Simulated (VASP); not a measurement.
# AlGa2As3 (P6/mmm) in VASP: notebook, part 2 of 2

VASP 6.6.1.

**3. Single point, PBE**

This run uses another cell than the first one, of 22.98 Å³/atom.

The input, INCAR:

```
SYSTEM = AlGa2As3
PREC     = Accurate       ! precision mode
ENCUT    = 520            ! plane-wave cutoff, eV
EDIFF    = 1E-6           ! SCF threshold, eV
ISMEAR   = 0              ! smearing method
SIGMA    = 0.1            ! smearing width, eV
LREAL    = .False.        ! projectors in reciprocal space
LASPH    = .True.         ! aspherical terms in the spheres
NELM     = 60             ! most SCF steps
ALGO     = Normal         ! electronic algorithm
ISIF     = 2              ! what is computed and relaxed
LWAVE    = .False.        ! write WAVECAR
LCHARG   = .False.        ! write CHGCAR
GGA      = PE             ! functional
NBANDS   = 31             ! bands
```

The input, KPOINTS:

```
Automatic mesh
0
Gamma
  3 3 6
  0 0 0
```

The input, POSCAR:

```
AlGa2As3
1.0
    6.5913598399      0.0000000031      0.0000000000
   -3.2956799226      5.7082850653      0.0000000000
    0.0000000000      0.0000000000      3.6638720548
Al Ga As
1 2 3
Direct
    0.0000000000      0.0000000000      0.5000000000
    0.3333333333      0.6666666667      0.5000000000
    0.6666666667      0.3333333333      0.5000000000
    0.0000000000      0.5000000000      0.0000000000
    0.5000000000      0.0000000000      0.0000000000
    0.5000000000      0.5000000000      0.0000000000
```

Potentials or basis: VASP PAW PBE potentials, release 64 (Al, Ga_d, As).

On the command line:

```
$ cat potpaw_PBE.64/Al/POTCAR potpaw_PBE.64/Ga_d/POTCAR potpaw_PBE.64/As/POTCAR > POTCAR
$ mpirun -np 1 vasp_std > vasp.out
```

OUTCAR:

```text
SYSTEM = AlGa2As3
   PREC = Accurate
   ENCUT = 520
   EDIFF = 1E-6
   ISMEAR = 0
   LREAL = .False.
   LASPH = .True.
   NELM = 60
   ISIF = 2
   GGA = PE

 ion  position               nearest neighbor table
   1  0.000  0.000  0.500-
   2  0.333  0.667  0.500-   5 2.64   5 2.64   4 2.64   4 2.64   6 2.64   6 2.64
   3  0.667  0.333  0.500-   5 2.64   5 2.64   4 2.64   4 2.64   6 2.64   6 2.64
   4  0.000  0.500  0.000-   2 2.64   3 2.64   2 2.64   3 2.64
   5  0.500  0.000  0.000-   2 2.64   3 2.64   2 2.64   3 2.64
   6  0.500  0.500  0.000-   2 2.64   3 2.64   2 2.64   3 2.64

  LATTYP: Found a hexagonal cell.
 ALAT       =     6.5913598399
 C/A-ratio  =     0.5558598140

  Lattice vectors:

 A1 = (   6.5913598399,   0.0000000031,   0.0000000000)
 A2 = (  -3.2956799226,   5.7082850653,   0.0000000000)
 A3 = (   0.0000000000,   0.0000000000,   3.6638720548)

Analysis of symmetry for initial positions (statically):
=====================================================================
 Subroutine PRICEL returns:
 Original cell was already a primitive cell.

 Routine SETGRP: Setting up the symmetry group for a
 hexagonal supercell.

 Subroutine GETGRP returns: Found 24 space group operations
 (whereof 24 operations were pure point group operations)
 out of a pool of 24 trial point group operations.

The static configuration has the point symmetry D_6h.

Analysis of symmetry for dynamics (positions and initial velocities):
=====================================================================
 Subroutine PRICEL returns:
 Original cell was already a primitive cell.

 Routine SETGRP: Setting up the symmetry group for a
 hexagonal supercell.

 Subroutine GETGRP returns: Found 24 space group operations
 (whereof 24 operations were pure point group operations)
 out of a pool of 24 trial point group operations.

The dynamic configuration has the point symmetry D_6h.

 Subroutine INISYM returns: Found 24 space group operations
 (whereof 24 operations are pure point group operations),
 and found     1 'primitive' translations

----------------------------------------------------------------------------------------

                                     Primitive cell

  volume of cell :     137.8545

  direct lattice vectors                    reciprocal lattice vectors
     6.591359840  0.000000003  0.000000000     0.151713762  0.087591982  0.000000000
    -3.295679923  5.708285065  0.000000000    -0.000000000  0.175183963  0.000000000
     0.000000000  0.000000000  3.663872055     0.000000000  0.000000000  0.272935295

  length of vectors
     6.591359840  6.591359840  3.663872055     0.175183963  0.175183963  0.272935295

  position of ions in fractional coordinates (direct lattice)
     0.000000000  0.000000000  0.500000000
     0.333333333  0.666666667  0.500000000
     0.666666667  0.333333333  0.500000000
     0.000000000  0.500000000  0.000000000
     0.500000000  0.000000000  0.000000000
     0.500000000  0.500000000  0.000000000

  ion indices of the primitive-cell ions
   primitive index   ion index
                 1           1
                 2           2
                 3           3
                 4           4
                 5           5
                 6           6

[... 34 lines left out ...]
  0.000000  0.000000  0.333333      2.000000
  0.333333  0.000000  0.333333     12.000000
  0.333333  0.333333  0.333333      4.000000
  0.000000  0.000000  0.500000      1.000000
  0.333333  0.000000  0.500000      6.000000
  0.333333  0.333333  0.500000      2.000000
   k-points           NKPTS =     12   k-points in BZ     NKDIM =     12   number of bands    NBANDS=     31
   number of dos      NEDOS =    301   number of ions     NIONS =      6
   total plane-waves  NPLWV =  70000
   dimension x,y,z NGX =    50 NGY =   50 NGZ =   28
   dimension x,y,z NGXF=   100 NGYF=  100 NGZF=   56
   ions per type =               1   2   3
   NGX,Y,Z   is equivalent  to a cutoff of  12.61, 12.61, 12.70 a.u.
   NGXF,Y,Z  is equivalent  to a cutoff of  25.22, 25.22, 25.41 a.u.
 SYSTEM =  AlGa2As3
   PREC   = accura    normal or accurate (medium, high low for compatibility)
   ISTART =      0    job   : 0-new  1-cont  2-samecut
   ICHARG =      2    charge: 1-file 2-atom 10-const
   ISPIN  =      1    spin polarized calculation?
   LNONCOLLINEAR =      F non collinear calculations
   LSORBIT =      F    spin-orbit coupling
   LASPH  =      T    aspherical Exc in radial PAW
   ENCUT  =  520.0 eV  38.22 Ry    6.18 a.u.  12.26 12.26  6.81*2*pi/ulx,y,z
   NELM   =     60;   NELMIN=  2; NELMDL= -5     # of ELM steps
   EDIFF  = 0.1E-05   stopping-criterion for ELM
   LREAL  =      F    real-space projection
   EDIFFG = 0.1E-04   stopping-criterion for IOM
   NSW    =      0    number of steps for IOM
   IBRION =     -1    ionic relax: 0-MD 1-quasi-New 2-CG
   NFREE  =      0    steps in history (QN), initial steepest desc. (CG)
   ISIF   =      2    stress and relaxation
   ISYM   =      2    0-nonsym 1-usesym 2-fastsym
   POTIM  = 0.5000    time-step for ionic-motion
   TEBEG  =    0.0;   TEEND  =   0.0 temperature during run
   PSTRESS=    0.0 pullay stress
   NELECT =      44.0000    total number of electrons
   NUPDOWN=      -1.0000    fix difference up-down
   EMIN   =  10.00;   EMAX   =-10.00  energy-range for DOS
   EFERMI =   0.00;   METHOD = LEGACY
   ISMEAR =     0;   SIGMA  =   0.10  broadening in eV -4-tet -1-fermi 0-gaus
   EFERMI_NEDOS =   21; number of points for ismear=-14 and -15
   IALGO  =     38    algorithm
   IMIX   =      4    mixing-type and parameters
     AMIX     =   0.40;   BMIX     =  1.00
     AMIX_MAG =   1.60;   BMIX_MAG =  1.00
  volume/ion in A,a.u.               =      22.98       155.05
  Fermi-wavevector in a.u.,A,eV,Ry     =   1.118799  2.114224 17.030564  1.251711
  Thomas-Fermi vector in A             =   2.255433
   LORBIT       =      0    0 simple, 1 ext, 2 COOP (PROOUT), +10 PAW based schemes
   GGA     = PE    functional components
   LHFCALC =     F    Hartree Fock is set to
   AEXX    =    0.0000 exact exchange contribution
   IVDW    =     0    specifies the selected vdW correction
   LEPSILON=     F    determine dielectric tensor
   LRPA    =     F    only Hartree local field effects (RPA)
 non-spin polarized calculation
 Gauss-broadening in eV      SIGMA  =   0.10
  energy-cutoff  :      520.00
  volume of cell :      137.85
 maximum number of plane-waves:      3770
 NGX is ok and might be reduce to    50
   NGX = 25   NGY = 25   NGZ = 13

 number of electron      43.9999985 magnetization

 Free energy of the ion-electron system (eV)
  ---------------------------------------------------
  ext. energy  EPLUGINS =         0.00000000
  ---------------------------------------------------
  free energy    TOTEN  =       -21.34065476 eV

  energy without entropy =      -21.32232523  energy(sigma->0) =      -21.33149000

 E-fermi :   4.1535     XC(G=0):  -9.6506

 val. band max:        4.1163330704   @ k =   0.0000   0.0000   0.1667
 cond. band min:       4.1582439876   @ k =   0.3333   0.0000   0.3333
 fundamental gap:      0.0419109172
 Fermi energy:         4.1535084555

 k-point     1 :       0.0000    0.0000    0.0000
  band No.  band energies     occupation
      1     -10.6253      2.00000
      2     -10.6151      2.00000
      3     -10.6151      2.00000
      4     -10.5962      2.00000
      5     -10.5958      2.00000
      6     -10.5958      2.00000
[... 397 lines left out ...]
     30       9.5868      0.00000
     31       9.7439      0.00000

------------------------ aborting loop because EDIFF is reached ----------------------------------------

  FORCE on cell =-STRESS in cart. coord.  units (eV):
  Direction    XX          YY          ZZ          XY          YZ          ZX
  --------------------------------------------------------------------------------------
  -------------------------------------------------------------------------------------
  Total        0.1515625      0.1515625      0.1599418      0.0000000      0.0000000      0.0000000
  in kB        1.7614952      1.7614952      1.8588813      0.0000000      0.0000000      0.0000000
  external PRESSURE =       1.7939572 kB  Pullay stress =       0.0000000 kB

 VOLUME and BASIS-vectors are now :
 -----------------------------------------------------------------------------
  energy-cutoff  :      520.00
  volume of cell :      137.85
      direct lattice vectors                 reciprocal lattice vectors
     6.591359840  0.000000003  0.000000000     0.151713762  0.087591982  0.000000000
    -3.295679923  5.708285065  0.000000000    -0.000000000  0.175183963  0.000000000
     0.000000000  0.000000000  3.663872055     0.000000000  0.000000000  0.272935295

 POSITION                                       TOTAL-FORCE (eV/Angst)
 -----------------------------------------------------------------------------------
      0.00000      0.00000      1.83194        -0.000000      0.000000      0.000000
     -0.00000      3.80552      1.83194        -0.000000      0.000000      0.000000
      3.29568      1.90276      1.83194         0.000000     -0.000000     -0.000000
     -1.64784      2.85414      0.00000        -0.000000      0.000000      0.000000
      3.29568      0.00000      0.00000        -0.000000      0.000000      0.000000
      1.64784      2.85414      0.00000        -0.000000      0.000000      0.000000
 -----------------------------------------------------------------------------------
    total drift:                                0.000000     -0.000000      0.000000

  FREE ENERGIE OF THE ION-ELECTRON SYSTEM (eV)
  ---------------------------------------------------
  free  energy   TOTEN  =       -21.3406547635 eV

  energy  without entropy=      -21.3223252286  energy(sigma->0) =      -21.33149000
```

Wall time 36 s (1 thread of AMD EPYC 9R45 (Zen 5), shared host); peak memory 0.23 GiB.

Results:

```
Free energy            : -21.3407 eV
Pressure               : 0.2 GPa
Band gap on the k mesh : zero (bands 22 and 23 overlap by 1.43 eV)
```

Caveat: the k points lie up to 0.37 Å⁻¹ apart, too coarse for converged energies and pressures of a metal.

**4. Single point, PBE**

This run uses another cell than the first one, of 22.91 Å³/atom.

The input, INCAR:

```
SYSTEM = AlGa2As3
PREC = Accurate ; ENCUT = 520
EDIFF = 1E-6 ; ISMEAR = 0
SIGMA = 0.1 ; LREAL = .FALSE.
LASPH = .TRUE. ; NELM = 100
ALGO = Normal ; ISIF = 2
LWAVE = .FALSE. ; LCHARG = .FALSE.
GGA = PE ; NBANDS = 31
```

The input, KPOINTS:

```
regular mesh
0
G
  6 6 10
  0 0 0
```

Changes to POSCAR since step 3:

```diff
@@ -2,5 +2,5 @@
 1.0
-    6.5913598399      0.0000000031      0.0000000000
-   -3.2956799226      5.7082850653      0.0000000000
-    0.0000000000      0.0000000000      3.6638720548
+    6.4276679261      0.0000000000      0.0000000000
+   -3.2138339631      5.5665237111      0.0000000000
+    0.0000000000      0.0000000000      3.8410967816
 Al Ga As
```

On the command line:

```
$ cat potpaw_PBE.64/Al/POTCAR potpaw_PBE.64/Ga_d/POTCAR potpaw_PBE.64/As/POTCAR > POTCAR
$ mpirun -np 1 vasp_std > vasp.out
```

It took 99 s on 1 thread of AMD EPYC 9R45 (Zen 5), shared host; peak memory 0.3 GiB.

Results (log left out):

```
Free energy            : -21.2560 eV
Pressure               : 0.1 GPa
Band gap on the k mesh : zero (bands 22 and 23 overlap by 1.94 eV)
```

Stress tensor (GPa, compression positive):
```
0.07 0.00 0.00
0.00 0.07 0.00
0.00 0.00 0.15
```

Levels at points of the mesh, in eV from the Fermi level:
```
           k point  band 19  band 20  band 21  band 22  band 23  band 24  band 25  band 26
(0.00, 0.00, 0.00)    -1.97     0.27     0.27     0.97     0.97     1.52     2.20     2.46
(0.50, 0.00, 0.00)    -2.24    -1.42    -0.68    -0.42     0.23     0.81     1.39     1.42
(0.00, 0.00, 0.50)    -2.73    -2.73    -2.68    -0.34    -0.29    -0.29     2.01     2.23
(0.50, 0.00, 0.50)    -2.19    -2.08    -1.04    -0.81    -0.79     0.44     1.68     1.75
```

**5. Overview**

```tsv
cell	k mesh	gap on the mesh (eV)	pressure (GPa)
a = 6.199, b = 6.199, c = 3.567 Å, angles 90.0, 90.0, 120.0°, 6 atoms	3 × 3 × 6	none	10.7
a = 6.591, b = 6.591, c = 3.664 Å, angles 90.0, 90.0, 120.0°, 6 atoms	3 × 3 × 6	none	0.2
a = 6.428, b = 6.428, c = 3.841 Å, angles 90.0, 90.0, 120.0°, 6 atoms	6 × 6 × 10	none	0.1
```

Alike in all rows: task single point; level PBE; potentials or basis VASP PAW PBE potentials, release 64 (Al, Ga_d, As); no spin polarisation; cutoff (eV) 520; smearing gaussian 0.1 eV.

Caveats: some runs use coarse meshes.

Absolute energies hang on the potentials; compare differences alone.

The gap in the log of VASP goes by the Fermi energy; the results here count the filled bands.